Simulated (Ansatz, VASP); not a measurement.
**Two plane-wave programs on Sc**

```xyz
2
Lattice="3.2270 0.0000 0.0000 -1.6135 2.7946 0.0000 0.0000 0.0000 5.0107" Properties=species:S:1:pos:R:3 pbc="T T T"
Sc    0.0000    1.8631    1.2527
Sc    1.6135    0.9315    3.7580
```

Alike in both runs: functional LDA; k mesh 16 × 16 × 10; occupations fermi-dirac, width 0.1 eV; no spin polarisation.

Ansatz relaxed the structure, and its values are those at the end. VASP's run is a single point on that final structure, the one shown.

|  | VASP | Ansatz |
| --- | --- | --- |
| version | VASP 6.6.1 | Ansatz 0.2.0 |
| potentials or method | VASP PAW LDA potentials, release 64 (Sc_sv) | PAW with Ansatz's default frozen-core files, scalar-relativistic |
| plane-wave cutoff (eV) | 520 | 420 |
| valence electrons in the cell | 22 | 22 |

|  | VASP | Ansatz | Ansatz less VASP |
| --- | --- | --- | --- |
| pressure (GPa) | 0.1 | 0.0 | -0.09 |

LDA's correlation is that of Perdew and Zunger in VASP and of Perdew and Wang (1992) in Ansatz.
